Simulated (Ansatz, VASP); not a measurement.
IrO: VASP beside Ansatz

INCAR

```
ALGO = Normal
EDIFF = 1E-6
ENCUT = 520
GGA = PE
ISIF = 2
ISMEAR = 0
ISPIN = 2
LASPH = True
LCHARG = True
LELF = True
LMAXMIX = 4
LORBIT = 11
LREAL = False
LVHAR = True
LWAVE = False
MAGMOM = 2.5 0
NBANDS = 18
NELM = 150
PREC = Accurate
SIGMA = 0.1
```

File KPOINTS:

```
k-points
0
Gamma
  14 14 14
```

File POSCAR:

```
IrO
1.0
    2.9184391982      0.0000000000      0.0000000000
    0.0000000000      2.9184391982      0.0000000000
    0.0000000000      0.0000000000      2.9184391982
Ir O
1 1
Direct
    0.0000000000      0.0000000000      0.0000000000
    0.5000000000      0.5000000000      0.5000000000
```

Input for Ansatz:

```yaml
crystal:
  lattice:
    - [2.9184391981, 0.0, 0.0]
    - [0.0, 2.9184391981, 0.0]
    - [0.0, 0.0, 2.9184391981]
  atoms:
    - { symbol: Ir, position: [0.0, 0.0, 0.0], spin: 2.5 }
    - { symbol: O, position: [0.5, 0.5, 0.5] }
basis:
  ecutwfc: 420
kpoints:
  mp_grid: { grid: [14, 14, 14] }
hamiltonian:
  xc: pbe
scf:
  occupations: { method: gaussian, width: 0.1 }
output:
  forces: true
  stress: true
  eigenvalues: true
  populations: true
magnetization:
  spin_polarized: true
```

Alike in both runs: task single point; functional PBE; k mesh 14 × 14 × 14; occupations gaussian, width 0.1 eV; collinear spin.

|  | VASP | Ansatz |
| --- | --- | --- |
| version | VASP 6.6.1 | Ansatz 0.2.0 |
| potentials or method | VASP PAW PBE potentials, release 64 (Ir, O), cutoff 520 eV | scalar-relativistic, plane waves, PAW |
| valence electrons in the cell | 15 | 23 |

|  | VASP | Ansatz | Ansatz less VASP |
| --- | --- | --- | --- |
| gap on the k mesh at the Fermi level (eV) | none | none | - |
| pressure (GPa) | -21.6 | -21.6 | +0.04 |
| net moment per atom (μB) | 0.00 | 0.00 | -0.002 |

A gap of «none» marks a metal or a gap that the smearing closes. With one functional, cell and mesh, what is left measures potentials, basis and numerics. VASP's potentials hold 15 valence electrons a cell and Ansatz's 23, so a difference there can come from the potentials and not from the codes. Ansatz's warnings: seeded moment not kept.

Neither program's run includes spin-orbit coupling.
